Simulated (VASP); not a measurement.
# Fe2Cl (P4_2/nmc) in VASP: further runs, part 2 of 2

VASP 6.6.1.

## 3. Single point, PBE, collinear spin, ferromagnetic start

This run uses another cell than the first one, of 16.97 Å³/atom, 1.154 times its volume.

INCAR

```
SYSTEM = Fe2Cl
PREC = Accurate
ENCUT = 520
EDIFF = 1E-6
ISMEAR = 0
SIGMA = 0.1
LREAL = .FALSE.
LASPH = .TRUE.
NELM = 150
ALGO = Normal
ISIF = 2
LWAVE = .FALSE.
LCHARG = .FALSE.
ISPIN = 2
MAGMOM = 4 4 4 4 0 0
LORBIT = 11
LMAXMIX = 4
GGA = PE
NBANDS = 36
```

KPOINTS

```
Automatic mesh
0
G
  4 4 4
  0 0 0
```

POSCAR

```
Fe2Cl
1.0
    4.1357299355      0.0000000000      0.0000000000
    0.0000000000      4.1357299355      0.0000000000
    0.0000000000      0.0000000000      5.9538594244
Fe Cl
4 2
Direct
    0.0000000000      0.5000000000      0.2030000000
    0.0000000000      0.5000000000      0.7030000000
    0.5000000000      0.0000000000      0.2970000000
    0.5000000000      0.0000000000      0.7970000000
    0.0000000000      0.0000000000      0.0000000000
    0.5000000000      0.5000000000      0.5000000000
```

Potentials or basis: VASP PAW PBE potentials, release 64 (Fe, Cl).

Launch:

```bash
$ cat potpaw_PBE.64/Fe/POTCAR potpaw_PBE.64/Cl/POTCAR > POTCAR
$ mpirun -np 1 vasp_std > vasp.out
```

OUTCAR:

```text
SYSTEM = Fe2Cl
   PREC = Accurate
   ENCUT = 520
   EDIFF = 1E-6
   ISMEAR = 0
   LREAL = .FALSE.
   LASPH = .TRUE.
   NELM = 150
   ISIF = 2
   ISPIN = 2
   LORBIT = 11
   GGA = PE

 ion  position               nearest neighbor table
   1  0.000  0.500  0.203-   5 2.40   5 2.40   6 2.72   6 2.72   2 2.98   2 2.98   3 2.98   3 2.98
                             3 2.98   3 2.98
   2  0.000  0.500  0.703-   6 2.40   6 2.40   5 2.72   5 2.72   1 2.98   1 2.98   4 2.98   4 2.98
                             4 2.98   4 2.98
   3  0.500  0.000  0.297-   6 2.40   6 2.40   5 2.72   5 2.72   4 2.98   4 2.98   1 2.98   1 2.98
                             1 2.98   1 2.98
   4  0.500  0.000  0.797-   5 2.40   5 2.40   6 2.72   6 2.72   3 2.98   3 2.98   2 2.98   2 2.98
                             2 2.98   2 2.98
   5  0.000  0.000  0.000-   1 2.40   4 2.40   1 2.40   4 2.40   3 2.72   2 2.72   3 2.72   2 2.72

   6  0.500  0.500  0.500-   2 2.40   3 2.40   3 2.40   2 2.40   1 2.72   4 2.72   1 2.72   4 2.72

  LATTYP: Found a simple tetragonal cell.
 ALAT       =     4.1357299355
 C/A-ratio  =     1.4396151386

  Lattice vectors:

 A1 = (   4.1357299355,   0.0000000000,   0.0000000000)
 A2 = (   0.0000000000,   4.1357299355,   0.0000000000)
 A3 = (   0.0000000000,   0.0000000000,   5.9538594244)

Analysis of symmetry for initial positions (statically):
=====================================================================
 Subroutine PRICEL returns:
 Original cell was already a primitive cell.

 Routine SETGRP: Setting up the symmetry group for a
 simple tetragonal supercell.

 Subroutine GETGRP returns: Found 16 space group operations
 (whereof  8 operations were pure point group operations)
 out of a pool of 16 trial point group operations.

The static configuration has the point symmetry D_2d.
 The point group associated with its full space group is D_4h.

Analysis of symmetry for dynamics (positions and initial velocities):
=====================================================================
 Subroutine PRICEL returns:
 Original cell was already a primitive cell.

 Routine SETGRP: Setting up the symmetry group for a
 simple tetragonal supercell.

 Subroutine GETGRP returns: Found 16 space group operations
 (whereof  8 operations were pure point group operations)
 out of a pool of 16 trial point group operations.

The dynamic configuration has the point symmetry D_2d.
 The point group associated with its full space group is D_4h.

Analysis of structural, dynamic, and magnetic symmetry:
=====================================================================
 Subroutine PRICEL returns:
 Original cell was already a primitive cell.

 Routine SETGRP: Setting up the symmetry group for a
 simple tetragonal supercell.

 Subroutine GETGRP returns: Found 16 space group operations
 (whereof  8 operations were pure point group operations)
 out of a pool of 16 trial point group operations.

The overall configuration has the point symmetry D_2d.
 The point group associated with its full space group is D_4h.

 Subroutine INISYM returns: Found 16 space group operations
[... 99 lines left out ...]
   LREAL  =      F    real-space projection
   EDIFFG = 0.1E-04   stopping-criterion for IOM
   NSW    =      0    number of steps for IOM
   IBRION =     -1    ionic relax: 0-MD 1-quasi-New 2-CG
   NFREE  =      0    steps in history (QN), initial steepest desc. (CG)
   ISIF   =      2    stress and relaxation
   ISYM   =      2    0-nonsym 1-usesym 2-fastsym
   POTIM  = 0.5000    time-step for ionic-motion
   TEBEG  =    0.0;   TEEND  =   0.0 temperature during run
   PSTRESS=    0.0 pullay stress
   NELECT =      46.0000    total number of electrons
   NUPDOWN=      -1.0000    fix difference up-down
   EMIN   =  10.00;   EMAX   =-10.00  energy-range for DOS
   EFERMI =   0.00;   METHOD = LEGACY
   ISMEAR =     0;   SIGMA  =   0.10  broadening in eV -4-tet -1-fermi 0-gaus
   EFERMI_NEDOS =   21; number of points for ismear=-14 and -15
   IALGO  =     38    algorithm
   IMIX   =      4    mixing-type and parameters
     AMIX     =   0.40;   BMIX     =  1.00
     AMIX_MAG =   1.60;   BMIX_MAG =  1.00
  volume/ion in A,a.u.               =      16.97       114.54
  Fermi-wavevector in a.u.,A,eV,Ry     =   1.256107  2.373697 21.467321  1.577804
  Thomas-Fermi vector in A             =   2.389831
   LORBIT       =     11    0 simple, 1 ext, 2 COOP (PROOUT), +10 PAW based schemes
   GGA     = PE    functional components
   LHFCALC =     F    Hartree Fock is set to
   AEXX    =    0.0000 exact exchange contribution
   IVDW    =     0    specifies the selected vdW correction
   LEPSILON=     F    determine dielectric tensor
   LRPA    =     F    only Hartree local field effects (RPA)
 spin polarized calculation
 Gauss-broadening in eV      SIGMA  =   0.10
  energy-cutoff  :      520.00
  volume of cell :      101.84
 maximum number of plane-waves:      2762
 NGX is ok and might be reduce to    32
   NGX = 15   NGY = 15   NGZ = 23

 number of electron      45.9999975 magnetization      11.3629623

 Free energy of the ion-electron system (eV)
  ---------------------------------------------------
  ext. energy  EPLUGINS =         0.00000000
  ---------------------------------------------------
  free energy    TOTEN  =       -31.36461719 eV

  energy without entropy =      -31.34406874  energy(sigma->0) =      -31.35434297

 E-fermi :   5.2945     XC(G=0): -10.6980

 val. band max:        5.2649144520   @ k =   0.2500   0.0000   0.5000
 cond. band min:       5.3172400201   @ k =   0.5000   0.2500   0.0000
 fundamental gap:      0.0523255681
 Fermi energy:         5.2944504889

 spin component 1

 k-point     1 :       0.0000    0.0000    0.0000
  band No.  band energies     occupation
      1     -13.4173      1.00000
      2     -13.0970      1.00000
      3      -3.1522      1.00000
      4      -1.9979      1.00000
      5      -1.9979      1.00000
      6      -1.9881      1.00000
[... 673 lines left out ...]
     34       8.4109      0.00000
     35       8.8730      0.00000
 Fermi energy:         5.2944504889

 spin component 2

 k-point     1 :       0.0000    0.0000    0.0000
  band No.  band energies     occupation
      1     -13.3247      1.00000
      2     -12.9995      1.00000
      3      -2.9489      1.00000
      4      -1.7353      1.00000
      5      -1.7353      1.00000
      6      -1.6095      1.00000
[... 673 lines left out ...]
     34       9.4132      0.00000
     35       9.4132      0.00000
 [bands above 35 left out]

------------------------ aborting loop because EDIFF is reached ----------------------------------------

  FORCE on cell =-STRESS in cart. coord.  units (eV):
  Direction    XX          YY          ZZ          XY          YZ          ZX
  --------------------------------------------------------------------------------------
  -------------------------------------------------------------------------------------
  Total       -4.0583655     -4.0583655     -4.1082260      0.0000000      0.0000000      0.0000000
  in kB      -63.8496933    -63.8496933    -64.6341430      0.0000000      0.0000000      0.0000000
  external PRESSURE =     -64.1111765 kB  Pullay stress =       0.0000000 kB

 VOLUME and BASIS-vectors are now :
 -----------------------------------------------------------------------------
  energy-cutoff  :      520.00
  volume of cell :      101.84
      direct lattice vectors                 reciprocal lattice vectors
     4.135729935  0.000000000  0.000000000     0.241795285  0.000000000  0.000000000
     0.000000000  4.135729935  0.000000000     0.000000000  0.241795285  0.000000000
     0.000000000  0.000000000  5.953859424     0.000000000  0.000000000  0.167958282

 POSITION                                       TOTAL-FORCE (eV/Angst)
 -----------------------------------------------------------------------------------
      0.00000      2.06786      1.20863        -0.000000      0.000000     -0.260390
      0.00000      2.06786      4.18556        -0.000000     -0.000000     -0.260390
      2.06786      0.00000      1.76830         0.000000      0.000000      0.260390
      2.06786      0.00000      4.74523        -0.000000      0.000000      0.260390
      0.00000      0.00000      0.00000        -0.000000      0.000000      0.000000
      2.06786      2.06786      2.97693        -0.000000     -0.000000      0.000000
 -----------------------------------------------------------------------------------
    total drift:                                0.000000      0.000000      0.000000

  FREE ENERGIE OF THE ION-ELECTRON SYSTEM (eV)
  ---------------------------------------------------
  free  energy   TOTEN  =       -31.3646171894 eV

  energy  without entropy=      -31.3440687415  energy(sigma->0) =      -31.35434297

 total charge

# of ion       s       p       d       tot
------------------------------------------
    1        0.303   0.238   6.269   6.810
    2        0.303   0.238   6.269   6.810
    3        0.303   0.238   6.269   6.810
    4        0.303   0.238   6.269   6.810
    5        1.619   3.403   0.000   5.022
    6        1.619   3.403   0.000   5.022
--------------------------------------------------
tot          4.452   7.758  25.074  37.283

 magnetization (x)

# of ion       s       p       d       tot
------------------------------------------
    1        0.003  -0.007   2.849   2.845
    2        0.003  -0.007   2.849   2.845
    3        0.003  -0.007   2.849   2.845
    4        0.003  -0.007   2.849   2.845
    5        0.018   0.070   0.000   0.087
    6        0.018   0.070   0.000   0.087
--------------------------------------------------
tot          0.046   0.113  11.396  11.555
```

Wall time 86 s (1 thread of Intel Xeon Platinum 8559C (Emerald Rapids), shared host); peak memory 0.29 GiB.

What came out:

| Quantity | Value |
| --- | --- |
| Free energy | -31.3646 eV |
| Pressure | -6.4 GPa |
| Largest force | 0.260 eV/Å |
| Net moment | 11.36 μB per cell |
| Site moments | Fe +2.85; Cl +0.09 μB |
| Valence electrons inside the program's atomic spheres | Fe 6.81; Cl 5.02 |

Forces in eV/Å, atoms in the order of the input:
```
Fe   0.000  0.000 -0.260
Fe   0.000  0.000 -0.260
Fe   0.000  0.000  0.260
Fe   0.000  0.000  0.260
Cl   0.000  0.000  0.000
Cl   0.000  0.000  0.000
```

Stress tensor (GPa, compression positive):
```
-6.38  0.00  0.00
 0.00 -6.38  0.00
 0.00  0.00 -6.46
```

Levels at points of the mesh, in eV from the Fermi level:
Spin up:
| k point | band 25 | band 26 | band 27 | band 28 | band 29 | band 30 | band 31 | band 32 |
| --- | --- | --- | --- | --- | --- | --- | --- | --- |
| (0.00, 0.00, 0.00) | -1.53 | -1.51 | -1.35 | -1.35 | -1.30 | 0.94 | 2.36 | 3.16 |
| (0.50, 0.00, 0.00) | -1.51 | -1.51 | -1.34 | -1.34 | 0.55 | 0.55 | 2.37 | 2.37 |
| (0.50, 0.50, 0.00) | -1.67 | -1.67 | -1.50 | -1.50 | 0.88 | 0.88 | 2.19 | 2.19 |
| (0.00, 0.00, 0.50) | -1.57 | -1.57 | -1.56 | -1.56 | -0.57 | -0.57 | 2.68 | 2.68 |
| (0.50, 0.00, 0.50) | -1.44 | -1.44 | -1.26 | -1.26 | -0.42 | -0.42 | 2.71 | 2.71 |
| (0.50, 0.50, 0.50) | -1.63 | -1.63 | -1.63 | -1.63 | 2.44 | 2.44 | 3.12 | 3.12 |
Spin down:
| k point | band 15 | band 16 | band 17 | band 18 | band 19 | band 20 | band 21 | band 22 |
| --- | --- | --- | --- | --- | --- | --- | --- | --- |
| (0.00, 0.00, 0.00) | 0.23 | 0.23 | 0.24 | 0.39 | 0.39 | 0.67 | 0.67 | 0.78 |
| (0.50, 0.00, 0.00) | -0.43 | -0.43 | -0.17 | -0.17 | 0.42 | 0.42 | 0.63 | 0.63 |
| (0.50, 0.50, 0.00) | -0.21 | -0.21 | -0.15 | -0.15 | 0.41 | 0.41 | 0.66 | 0.66 |
| (0.00, 0.00, 0.50) | -0.59 | -0.59 | 0.15 | 0.15 | 0.20 | 0.20 | 0.58 | 0.58 |
| (0.50, 0.00, 0.50) | -0.44 | -0.44 | -0.42 | -0.42 | -0.08 | -0.08 | 0.41 | 0.41 |
| (0.50, 0.50, 0.50) | -0.13 | -0.13 | -0.13 | -0.13 | -0.10 | -0.10 | 0.27 | 0.27 |

Caveat: the k points lie up to 0.38 Å⁻¹ apart; only a ferromagnetic start was run, and an antiferromagnetic order may lie lower in energy. With open d or f shells a metallic result of PBE can be an artefact of self-interaction; +U or a hybrid may open a gap.
